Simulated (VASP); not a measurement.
A run of VASP 6.6.1 is set up as follows.

Contents of INCAR:

```
  PREC = Accurate
  ENCUT = 520
  EDIFF = 1E-6
  ISMEAR = 0
  SIGMA = 0.01
  LREAL = F
  LASPH = T
  NELM = 60
  ALGO = Normal
  ISIF = 2
  LWAVE = F
  LCHARG = F
  GGA = PS
  NBANDS = 15
```

Contents of KPOINTS:

```
Automatic mesh
0
Gamma
  6 6 6
```

Contents of POSCAR:

```
KI
1.0
    4.2911970000      0.0000000000      0.0000000000
    0.0000000000      4.2911970000      0.0000000000
    0.0000000000      0.0000000000      4.2911970000
K I
1 1
Direct
    0.0000000000      0.0000000000      0.0000000000
    0.5000000000      0.5000000000      0.5000000000
```

Potentials or basis: VASP PAW PBE potentials, release 64 (K_sv, I).

The run is started by

```console
$ cat potpaw_PBE.64/K_sv/POTCAR potpaw_PBE.64/I/POTCAR > POTCAR
$ mpirun -np 1 vasp_std > vasp.out
```

(1) What does it give for the pressure?

(2) What does it give for the band gap on the k mesh?

Results:

(1) -0.5 GPa.

(2) 3.18 eV (least direct gap 3.55 eV).

Caveat: the PAW data sets were made with another functional, which shifts forces and pressure a little; spin-orbit coupling is left out, which moves the levels of the heavy elements.
